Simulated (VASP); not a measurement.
Write the native input for VASP 6.6.1 that does the following.

| Property | Result |
| --- | --- |
| Task | relaxation of cell and atoms |
| Functional | PBE |
| Potentials or basis | VASP PAW PBE potentials, release 64 (Sn_d, Te) |
| Cutoff | 600 eV |
| k mesh | 4 × 4 × 2 |
| Occupations | gaussian, width 0.1 eV |
| Spin | no spin polarisation |
| Dipole correction | no |
| Further INCAR settings | ALGO = Normal; EDIFF = 1e-06; IBRION = 2; EDIFFG = -0.04; NSW = 90; ISIF = 3 |

The structure of SnTe5 lies in POSCAR:

```
SnTe5
1.0
    3.7768406767      0.0000000000      0.0000000000
    0.0000000000      3.7768406767      0.0000000000
    0.0000000000      0.0000000000     12.0913220392
Sn Te
1 5
Direct
    0.5000000000      0.5000000000      0.0000000000
    0.5000000000      0.5000000000      0.3427676019
    0.5000000000      0.5000000000      0.6572323981
    0.0000000000      0.0000000000      0.1591559883
    0.0000000000      0.0000000000      0.8408440117
    0.0000000000      0.0000000000      0.5000000000
```

One way to write it, as run:

INCAR

```
SYSTEM = SnTe5
PREC = Accurate ; ENCUT = 600
EDIFF = 1E-6 ; ISMEAR = 0
SIGMA = 0.1 ; LREAL = .FALSE.
LASPH = .TRUE. ; NELM = 60
ALGO = Normal ; ISIF = 3
LWAVE = .FALSE. ; LCHARG = .FALSE.
GGA = PE ; IBRION = 2
NSW = 90 ; EDIFFG = -0.04
```

KPOINTS

```
Automatic mesh
0
G
  4 4 2
  0 0 0
```

Potentials or basis: VASP PAW PBE potentials, release 64 (Sn_d, Te).

The run is started by

```console
$ cat potpaw_PBE.64/Sn_d/POTCAR potpaw_PBE.64/Te/POTCAR > POTCAR
$ mpirun -np 1 vasp_std > vasp.out
```

It gave:

* Relaxed volume: 29.09 Å³/atom
* Relaxed cell: a = 3.838 Å, b = 3.838 Å, c = 11.846 Å, α = 90.00°, β = 90.00°, γ = 90.00°
* Space group after relaxing (to 0.05 Å): P4/mmm (No. 123)
* Energy gained by relaxing: 6.0 meV/atom
* Ionic steps: 7
* Pressure after relaxing: -0.1 GPa
* Largest force after relaxing: 0.022 eV/Å

Caveat: the k points lie up to 0.41 Å⁻¹ apart in the final cell.

Run time: 10 min on 1 thread of Intel Xeon 6975P-C (shared host), peak memory 0.33 GiB.
